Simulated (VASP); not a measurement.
Crystal: Si5N.

```xyz
6
Lattice="3.6500 0.0000 0.0000 -1.8250 3.1610 0.0000 0.0000 0.0000 8.9000" Properties=species:S:1:pos:R:3 pbc="T T T"
Si    0.0000    2.1073    2.9667
Si    0.0000    2.1073    5.1917
Si    1.8250    1.0537    5.9333
Si    1.8250    1.0537    8.1583
Si    0.0000    0.0000    2.2250
N     0.0000    0.0000    0.0000
```

| Quantity | Value |
| --- | --- |
| Program | VASP 6.6.1 |
| Task | relaxation of cell and atoms |
| Functional | PBE |
| Potentials or basis | VASP PAW PBE potentials, release 64 (Si, N) |
| Cutoff | 600 eV |
| k mesh | 5 × 5 × 2 |
| Occupations | gaussian, width 0.2 eV |
| Spin | no spin polarisation |

At the start: pressure 4.1 GPa; volume 17.11 Å³/atom.

Problem. How do energy, volume and symmetry change on relaxing?

Solution. Over 11 steps the energy falls by 250.1 meV/atom and the volume is 17.17 Å³/atom (+0.3 %); space group P3m1 (No. 156, to 0.05 Å).

Step by step:
```tsv
step	energy change (eV)	largest force (eV/Å)	pressure (GPa)	volume (Å³)
1	0.0000	3.5211	4.07	102.68
2	-0.7466	1.9005	-3.76	109.29
3	-0.8298	1.3535	-6.67	112.79
4	-1.3151	1.2164	-4.08	108.25
5	-1.3348	1.1806	-3.09	107.28
6	-1.4765	0.7204	-0.15	103.20
7	-1.4862	0.5263	1.01	101.89
8	-1.4977	0.1869	0.09	102.68
9	-1.4977	0.1873	0.06	102.71
10	-1.5001	0.1110	-0.15	102.89
11	-1.5008	0.0491	-0.32	103.04
```

Final structure:
```xyz
6
Lattice="3.7186 0.0000 0.0000 -1.8593 3.2204 0.0000 0.0000 0.0000 8.6045" Properties=species:S:1:pos:R:3 pbc="T T T"
Si    0.0000    2.1469    2.6693
Si    0.0000    2.1469    5.0283
Si    1.8593    1.0735    5.8784
Si    1.8593    1.0735    8.2464
Si    0.0000    0.0000    1.8327
N     0.0000    0.0000    0.0071
```

Caveat: the k points lie up to 0.39 Å⁻¹ apart in the final cell; the relaxation stopped at a loose force limit of 0.08 eV/Å, so its end isn't a converged minimum.
